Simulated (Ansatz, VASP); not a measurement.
ScSbTe3 in VASP and in Ansatz

```xyz
5
Lattice="3.0736 -6.0533 0.0000 3.0736 6.0533 0.0000 0.0000 0.0000 5.4213" Properties=species:S:1:pos:R:3 pbc="T T T"
Sc    3.0736    0.0000    2.7107
Sb    3.0736    0.0000    0.0000
Te    1.5368    3.0266    0.0000
Te    1.5368   -3.0266    0.0000
Te    0.0000    0.0000    0.0000
```

Alike in both runs: functional PBE; k mesh 4 × 4 × 4; occupations gaussian, width 0.1 eV; no spin polarisation.

Ansatz relaxed the structure, and its values are those at the end. VASP's run is a single point on that final structure, the one shown.

|  | VASP | Ansatz |
| --- | --- | --- |
| version | VASP 6.6.1 | Ansatz 0.2.0 |
| potentials or method | VASP PAW PBE potentials, release 64 (Sc_sv, Sb, Te), cutoff 520 eV | scalar-relativistic, plane waves, PAW |
| valence electrons in the cell | 34 | 74 |

|  | VASP | Ansatz | Ansatz less VASP |
| --- | --- | --- | --- |
| gap on the k mesh at the Fermi level (eV) | none | none | - |
| pressure (GPa) | 0.0 | 0.0 | +0.01 |

A gap of «none» marks a metal or a gap that the smearing closes. VASP's potentials hold 34 valence electrons a cell and Ansatz's 74, so a difference there can come from the potentials and not from the codes.

Spin-orbit coupling is off throughout.
